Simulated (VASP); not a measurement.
MnHg:

```
CELL_PARAMETERS angstrom
3.31500 0.00000 0.00000
0.00000 3.31500 0.00000
0.00000 0.00000 3.31500
ATOMIC_POSITIONS crystal
Mn 0.50000 0.50000 0.50000
Hg 0.00000 0.00000 0.00000
```

Base run:

- Program: VASP 6.6.1
- Functional: PBE
- Potentials or basis: VASP PAW PBE potentials, release 64 (Mn_pv, Hg)
- Cutoff: 520 eV
- k mesh: 10 × 10 × 10
- Occupations: fermi-dirac, width 0.1 eV
- Spin: collinear spin, ferromagnetic start
- Starting moments: [2.33, 0.0] μB
- Fixed moment: 2.33 μB

Its results: pressure -8.3 GPa; site moments Mn +2.53; Hg -0.12 μB.

Question: The run is repeated on the same cell with these changes: fixed moment from 2.33 μB to 1.55 μB; moments at the start from [2.33, 0.0] to [1.55, 0.0]. What comes out?

Answer: Pressure -10.8 GPa; site moments Mn +1.72; Hg -0.09 μB.

Caveats: the total moment is fixed, so each spin has its own Fermi level.
